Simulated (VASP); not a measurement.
Te:

```
Te
1.0
     2.30590    1.33131    1.69095
    -2.30590    1.33131    1.69095
     0.00000   -2.66263    1.69095
Te
1
Direct
  0.50000 0.50000 0.50000
```

* Program: VASP 6.6.1
* Task: relaxation of cell and atoms
* Functional: PBE
* Potentials or basis: VASP PAW PBE potentials, release 64 (Te)
* Cutoff: 600 eV
* k mesh: 15 × 15 × 15
* Occupations: gaussian, width 0.1 eV
* Spin: no spin polarisation

At the start: pressure 2.3 GPa; volume 31.15 Å³/atom.

Task: How do energy, volume and symmetry change on relaxing?

Result: Over 10 steps the energy falls by 13.2 meV/atom and the volume is 32.70 Å³/atom (+5.0 %); space group Pm-3m (No. 221, to 0.05 Å).

Step by step:
| step | energy change (eV) | largest force (eV/Å) | pressure (GPa) | volume (Å³) |
| --- | --- | --- | --- | --- |
| 1 | 0.0000 | 0.0000 | 2.31 | 31.15 |
| 2 | -0.0064 | 0.0000 | -1.12 | 33.22 |
| 3 | -0.0091 | 0.0000 | -0.01 | 32.46 |
| 4 | -0.0096 | 0.0000 | -0.01 | 32.48 |
| 5 | -0.0108 | 0.0000 | -0.02 | 32.55 |
| 6 | -0.0126 | 0.0000 | -0.05 | 32.67 |
| 7 | -0.0130 | 0.0000 | -0.23 | 32.84 |
| 8 | -0.0131 | 0.0000 | -0.16 | 32.81 |
| 9 | -0.0118 | 0.0000 | 0.85 | 32.17 |
| 10 | -0.0132 | 0.0000 | 0.00 | 32.70 |

Final structure:
```
Te
1.0
     2.25743    1.30333    1.85226
    -2.25743    1.30333    1.85226
     0.00000   -2.60665    1.85226
Te
1
Direct
  0.50000 0.50000 0.50000
```
